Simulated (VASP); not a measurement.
# HfSc2N2 (P6/mmm) in VASP: single point with PBE

Aim: the single point of HfSc2N2 with PBE.

All numbers are computed with VASP 6.6.1; they aren't measurements. Logs are shortened: lines on timing, memory, paths and dates and some standing lists are left out, and cuts for length are marked.

## 1. The cell of the first run

Symmetry: P6/mmm, No. 191, hexagonal system. The conventional cell has a = 4.107 Å, b = 4.107 Å, c = 5.871 Å, α = 90.00°, β = 90.00°, γ = 120.00°. Hf (site symmetry 6/mmm) has 2 N at 1.84 Å and 6 Sc at 2.37 Å within 2.4 Å. Sc (site symmetry -6m2) has 3 Hf at 2.37 Å and 3 Sc at 2.37 Å and 6 N at 3.00 Å within 3.1 Å. N (site symmetry 6mm) has 1 Hf at 1.84 Å and 1 N at 2.18 Å within 2.4 Å.

## 2. Single point, PBE

Contents of INCAR:

```
SYSTEM = HfSc2N2
ALGO = Normal
EDIFF = 1E-7
ENCUT = 520
GGA = PE
ISIF = 2
ISMEAR = 0
LASPH = .True.
LCHARG = .False.
LREAL = .False.
LWAVE = .False.
NBANDS = 29
NELM = 60
PREC = Accurate
SIGMA = 0.1
```

Contents of KPOINTS:

```
k-points
0
Gamma
  6 6 4
  0 0 0
```

Contents of POSCAR:

```
HfSc2N2
1.0
    4.1074972200      0.0000000000      0.0000000000
   -2.0537486100      3.5571969400      0.0000000000
    0.0000000000      0.0000000000      5.8709394100
Hf Sc N
1 2 2
Direct
    0.0000000000      0.0000000000      0.5000000000
    0.3333333300      0.6666666700      0.5000000000
    0.6666666700      0.3333333300      0.5000000000
    0.0000000000      0.0000000000      0.1859078100
    0.0000000000      0.0000000000      0.8140921900
```

Potentials or basis: VASP PAW PBE potentials, release 64 (Hf_pv, Sc_sv, N).

Command:

```sh
> cat potpaw_PBE.64/Hf_pv/POTCAR potpaw_PBE.64/Sc_sv/POTCAR potpaw_PBE.64/N/POTCAR > POTCAR
> mpirun -np 1 vasp_std > vasp.out
```

OUTCAR:

```text
SYSTEM = HfSc2N2
   EDIFF = 1E-7
   ENCUT = 520
   GGA = PE
   ISIF = 2
   ISMEAR = 0
   LASPH = .True.
   LREAL = .False.
   NELM = 60
   PREC = Accurate

 ion  position               nearest neighbor table
   1  0.000  0.000  0.500-   4 1.84   5 1.84   2 2.37   3 2.37   3 2.37   2 2.37   3 2.37   2 2.37

   2  0.333  0.667  0.500-   1 2.37   3 2.37   3 2.37   1 2.37   1 2.37   3 2.37
   3  0.667  0.333  0.500-   2 2.37   1 2.37   2 2.37   1 2.37   1 2.37   2 2.37
   4  0.000  0.000  0.186-   1 1.84
   5  0.000  0.000  0.814-   1 1.84

  LATTYP: Found a hexagonal cell.
 ALAT       =     4.1074972200
 C/A-ratio  =     1.4293227957

  Lattice vectors:

 A1 = (   4.1074972200,   0.0000000000,   0.0000000000)
 A2 = (  -2.0537486100,   3.5571969400,   0.0000000000)
 A3 = (   0.0000000000,   0.0000000000,   5.8709394100)

Analysis of symmetry for initial positions (statically):
=====================================================================
 Subroutine PRICEL returns:
 Original cell was already a primitive cell.

 Routine SETGRP: Setting up the symmetry group for a
 hexagonal supercell.

 Subroutine GETGRP returns: Found 24 space group operations
 (whereof 24 operations were pure point group operations)
 out of a pool of 24 trial point group operations.

The static configuration has the point symmetry D_6h.

Analysis of symmetry for dynamics (positions and initial velocities):
=====================================================================
 Subroutine PRICEL returns:
 Original cell was already a primitive cell.

 Routine SETGRP: Setting up the symmetry group for a
 hexagonal supercell.

 Subroutine GETGRP returns: Found 24 space group operations
 (whereof 24 operations were pure point group operations)
 out of a pool of 24 trial point group operations.

The dynamic configuration has the point symmetry D_6h.

 Subroutine INISYM returns: Found 24 space group operations
 (whereof 24 operations are pure point group operations),
 and found     1 'primitive' translations

----------------------------------------------------------------------------------------

                                     Primitive cell

  volume of cell :      85.7813

  direct lattice vectors                    reciprocal lattice vectors
     4.107497220  0.000000000  0.000000000     0.243457255  0.140560112  0.000000000
    -2.053748610  3.557196940  0.000000000     0.000000000  0.281120224  0.000000000
     0.000000000  0.000000000  5.870939410     0.000000000  0.000000000  0.170330492
[... 88 lines left out ...]
   EDIFFG = 0.1E-05   stopping-criterion for IOM
   NSW    =      0    number of steps for IOM
   IBRION =     -1    ionic relax: 0-MD 1-quasi-New 2-CG
   NFREE  =      0    steps in history (QN), initial steepest desc. (CG)
   ISIF   =      2    stress and relaxation
   ISYM   =      2    0-nonsym 1-usesym 2-fastsym
   POTIM  = 0.5000    time-step for ionic-motion
   TEBEG  =    0.0;   TEEND  =   0.0 temperature during run
   PSTRESS=    0.0 pullay stress
   NELECT =      42.0000    total number of electrons
   NUPDOWN=      -1.0000    fix difference up-down
   EMIN   =  10.00;   EMAX   =-10.00  energy-range for DOS
   EFERMI =   0.00;   METHOD = LEGACY
   ISMEAR =     0;   SIGMA  =   0.10  broadening in eV -4-tet -1-fermi 0-gaus
   EFERMI_NEDOS =   21; number of points for ismear=-14 and -15
   IALGO  =     38    algorithm
   IMIX   =      4    mixing-type and parameters
     AMIX     =   0.40;   BMIX     =  1.00
     AMIX_MAG =   1.60;   BMIX_MAG =  1.00
  volume/ion in A,a.u.               =      17.16       115.78
  Fermi-wavevector in a.u.,A,eV,Ry     =   1.290309  2.438330 22.652297  1.664897
  Thomas-Fermi vector in A             =   2.422148
   LORBIT       =      0    0 simple, 1 ext, 2 COOP (PROOUT), +10 PAW based schemes
   GGA     = PE    functional components
   LHFCALC =     F    Hartree Fock is set to
   AEXX    =    0.0000 exact exchange contribution
   IVDW    =     0    specifies the selected vdW correction
   LEPSILON=     F    determine dielectric tensor
   LRPA    =     F    only Hartree local field effects (RPA)
 non-spin polarized calculation
 Gauss-broadening in eV      SIGMA  =   0.10
  energy-cutoff  :      520.00
  volume of cell :       85.78
 maximum number of plane-waves:      2338
 NGX is ok and might be reduce to    32
   NGX = 15   NGY = 15   NGZ = 21

 number of electron      41.9999997 magnetization

 Free energy of the ion-electron system (eV)
  ---------------------------------------------------
  ext. energy  EPLUGINS =         0.00000000
  ---------------------------------------------------
  free energy    TOTEN  =       -24.84804040 eV

  energy without entropy =      -24.81748643  energy(sigma->0) =      -24.83276342

 E-fermi :   2.8738     XC(G=0):  -9.6015

 val. band max:        2.8667702842   @ k =   0.3333   0.0000   0.5000
 cond. band min:       2.8920545308   @ k =   0.5000  -0.0000   0.0000
 fundamental gap:      0.0252842466
 Fermi energy:         2.8737588147

 k-point     1 :       0.0000    0.0000    0.0000
  band No.  band energies     occupation
      1     -46.3509      2.00000
      2     -45.4349      2.00000
      3     -27.3446      2.00000
      4     -27.3446      2.00000
      5     -26.8208      2.00000
      6     -25.9493      2.00000
[... 661 lines left out ...]
     28       7.4620      0.00000
     29       7.9093      0.00000

------------------------ aborting loop because EDIFF is reached ----------------------------------------

  FORCE on cell =-STRESS in cart. coord.  units (eV):
  Direction    XX          YY          ZZ          XY          YZ          ZX
  --------------------------------------------------------------------------------------
  -------------------------------------------------------------------------------------
  Total       33.7511694     33.7511694      7.6131079      0.0000000     -0.0000000      0.0000000
  in kB      630.3860887    630.3860892    142.1935117      0.0000000     -0.0000000      0.0000000
  external PRESSURE =     467.6552299 kB  Pullay stress =       0.0000000 kB

 VOLUME and BASIS-vectors are now :
 -----------------------------------------------------------------------------
  energy-cutoff  :      520.00
  volume of cell :       85.78
      direct lattice vectors                 reciprocal lattice vectors
     4.107497220  0.000000000  0.000000000     0.243457255  0.140560112  0.000000000
    -2.053748610  3.557196940  0.000000000     0.000000000  0.281120224  0.000000000
     0.000000000  0.000000000  5.870939410     0.000000000  0.000000000  0.170330492

 POSITION                                       TOTAL-FORCE (eV/Angst)
 -----------------------------------------------------------------------------------
      0.00000      0.00000      2.93547         0.000000      0.000000      0.000000
     -0.00000      2.37146      2.93547         0.000000      0.000000      0.000000
      2.05375      1.18573      2.93547        -0.000000     -0.000000      0.000000
      0.00000      0.00000      1.09145         0.000000     -0.000000     -3.676883
      0.00000      0.00000      4.77949         0.000000      0.000000      3.676883
 -----------------------------------------------------------------------------------
    total drift:                               -0.000000      0.000000     -0.000000

  FREE ENERGIE OF THE ION-ELECTRON SYSTEM (eV)
  ---------------------------------------------------
  free  energy   TOTEN  =       -24.8480404029 eV

  energy  without entropy=      -24.8174864311  energy(sigma->0) =      -24.83276342
```

Wall time 94 s (1 thread of Intel Xeon Platinum 8259CL at 2.50GHz (Skylake/Cascade Lake), shared host); peak memory 0.24 GiB.

Results:

| Item | Value |
| --- | --- |
| Free energy | -24.8480 eV |
| Pressure | 46.8 GPa |
| Largest force | 3.677 eV/Å |
| Band gap on the k mesh | zero (band 21 reaches 3.55 eV, above the bottom of band 22 at 2.52 eV) |

Forces on the atoms (eV/Å):
```
Hf   0.000  0.000  0.000
Sc   0.000  0.000  0.000
Sc   0.000  0.000  0.000
N    0.000  0.000 -3.677
N    0.000  0.000  3.677
```

Levels at points of the mesh, in eV from the Fermi level:
```
           k point  band 19  band 20  band 21  band 22  band 23  band 24
(0.00, 0.00, 0.00)    -1.47     0.25     0.25     0.79     1.79     1.79
(0.50, 0.00, 0.00)    -1.64    -0.09     0.02     0.46     0.61     1.35
(0.00, 0.00, 0.50)    -0.72    -0.42     0.23     0.23     1.19     1.80
(0.50, 0.00, 0.50)    -0.82    -0.44    -0.09     0.04     0.72     0.76
```

Caveat: spin-orbit coupling is left out, which moves the levels of the heavy elements; forces of over 1 eV/Å act on the atoms, so gaps and moduli don't describe the material at rest.
